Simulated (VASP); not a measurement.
MgSe3: single point with PBE

MgSe3:

```
Mg Se
1.0
     6.70440    0.00000    0.00000
    -3.35220    5.80618    0.00000
     0.00000    0.00000    3.47228
Mg Se
2 6
Direct
  0.33333 0.66667 0.50000
  0.66667 0.33333 0.50000
  0.33333 0.33333 0.18321
  0.00000 0.66667 0.18321
  0.66667 0.00000 0.18321
  0.00000 0.33333 0.81679
  0.66667 0.66667 0.81679
  0.33333 0.00000 0.81679
```

```json
{
  "Program": "VASP 6.6.1",
  "Task": "single point",
  "Functional": "PBE",
  "Potentials or basis": "VASP PAW PBE potentials, release 64 (Mg, Se)",
  "Cutoff": "520 eV",
  "k mesh": "3 × 3 × 6",
  "Occupations": "gaussian, width 0.1 eV",
  "Spin": "no spin polarisation",
  "Dipole correction": "no",
  "Further INCAR settings": "ALGO = Normal; EDIFF = 1e-06; NBANDS = 30"
}
```

- Pressure: 33.8 GPa
- Largest force: 1.148 eV/Å
- Band gap on the k mesh: zero (bands 20 and 21 overlap by 1.49 eV)

Forces in eV/Å, atoms in the order of the input:
```
Mg   0.000  0.000  0.000
Mg   0.000  0.000  0.000
Se  -0.196 -0.340  1.079
Se  -0.196  0.340  1.079
Se   0.392  0.000  1.079
Se   0.196 -0.340 -1.079
Se   0.196  0.340 -1.079
Se  -0.392  0.000 -1.079
```

Stress tensor (GPa, compression positive):
```
36.05  0.00  0.00
 0.00 36.05  0.00
 0.00  0.00 29.27
```

Levels at points of the mesh, in eV from the Fermi level:
```
           k point  band 18  band 19  band 20  band 21  band 22  band 23
(0.00, 0.00, 0.00)    -0.95    -0.95    -0.13    -0.13    -0.13     1.06
(0.00, 0.00, 0.50)    -1.98    -1.48    -1.48     1.58     1.58     1.93
```

Run time: 36 s on 1 thread of AMD EPYC 9R45 96-Core Processor (Zen 5), with other jobs on the host, peak memory 0.23 GiB.

Caveat: the k points lie up to 0.36 Å⁻¹ apart, too coarse for converged energies and pressures of a metal; forces of over 1 eV/Å act on the atoms, so gaps and moduli don't describe the material at rest.
